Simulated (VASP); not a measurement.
A run of VASP 6.6.1:

The input POSCAR:

```
BaTiO3
1.0
    4.0720311100      0.0000000000      0.0000000000
    0.0000000000      4.0720311100      0.0000000000
    0.0000000000      0.0000000000      4.0720311100
Ba O Ti
1 3 1
Direct
    0.0000000000      0.0000000000      0.0000000000
    0.5000000000      0.5000000000      0.0000000000
    0.0000000000      0.5000000000      0.5000000000
    0.5000000000      0.0000000000      0.5000000000
    0.5000000000      0.5000000000      0.5000000000
```

File INCAR.step1:

```
ALGO = Normal
EDIFF = 1E-4
ENCUT = 600
GGA = PE
ISMEAR = -1
LASPH = T
LCHARG = F
LREAL = F
LWAVE = T
NELM = 60
PREC = Accurate
SIGMA = 0.1
```

INCAR.step2

```
ALGO = Normal
EDIFF = 1E-6
EDIFFG = -0.03
ENCUT = 600
IBRION = 2
ISIF = 3
ISMEAR = -1
ISTART = 1
LASPH = T
LCHARG = F
LMIXTAU = T
LREAL = F
LWAVE = F
METAGGA = R2SCAN
NELM = 60
NSW = 60
PREC = Accurate
SIGMA = 0.1
```

The input KPOINTS:

```
k-points
0
Gamma
  6 6 6
```

Potentials or basis: VASP PAW PBE potentials, release 64 (Ba_sv, O, Ti_sv).

Launch:

```console
$ cat potpaw_PBE.64/Ba_sv/POTCAR potpaw_PBE.64/O/POTCAR potpaw_PBE.64/Ti_sv/POTCAR > POTCAR
$ cp INCAR.step1 INCAR
$ mpirun -np 1 vasp_std > vasp.out
$ cp INCAR.step2 INCAR
$ mpirun -np 1 vasp_std > vasp.out
```

Hardware: 1 thread of Intel(R) Xeon(R) Platinum 8259CL CPU @ 2.50GHz (Skylake/Cascade Lake), on a shared host.

Question: Estimate the wall time of this run.

Answer: Run time: 5.3 min on 1 thread of Intel(R) Xeon(R) Platinum 8259CL CPU @ 2.50GHz (Skylake/Cascade Lake), on a shared host, peak memory 0.25 GiB. Counts: k points 20, ion steps 3.
